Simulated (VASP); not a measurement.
## PtC (CsCl type): single point with PBEsol

Crystal: PtC (CsCl type).

```
Pt C
1.0
     2.43727    0.00000    0.00000
     0.00000    2.43727    0.00000
     0.00000    0.00000    2.43727
Pt C
1 1
Direct
  0.00000 0.00000 0.00000
  0.50000 0.50000 0.50000
```

This cell differs from its parent crystal: volume scaled by 0.68.

* Program: VASP 6.6.1
* Task: single point
* Functional: PBEsol
* Potentials or basis: VASP PAW PBE potentials, release 64 (Pt, C)
* Cutoff: 520 eV
* k mesh: 14 × 14 × 14
* Occupations: fermi-dirac, width 0.05 eV
* Spin: no spin polarisation

* Pressure: 266.2 GPa
* Band gap on the k mesh: zero (band 7 reaches 25.77 eV, above the bottom of band 8 at 17.98 eV)

Levels at points of the mesh, in eV from the Fermi level:
| k point | band 5 | band 6 | band 7 | band 8 | band 9 | band 10 |
| --- | --- | --- | --- | --- | --- | --- |
| (0.00, 0.00, 0.00) | -3.08 | -3.08 | -1.89 | -1.89 | -1.89 | 9.06 |
| (0.50, 0.00, 0.00) | -8.64 | -2.59 | -0.07 | 5.39 | 5.39 | 8.37 |
| (0.50, 0.50, 0.00) | -6.05 | -6.05 | -0.12 | -0.10 | 1.35 | 7.65 |
| (0.50, 0.50, 0.50) | 0.13 | 0.13 | 5.91 | 5.91 | 5.91 | 6.06 |

It took 20 s on 1 thread of Intel(R) Xeon(R) Platinum 8488C (Sapphire Rapids), with other jobs on the host, peak memory 0.14 GiB.

Caveat: the PAW data sets were made with another functional, which shifts forces and pressure a little; spin-orbit coupling is left out, which moves the levels of the heavy elements.
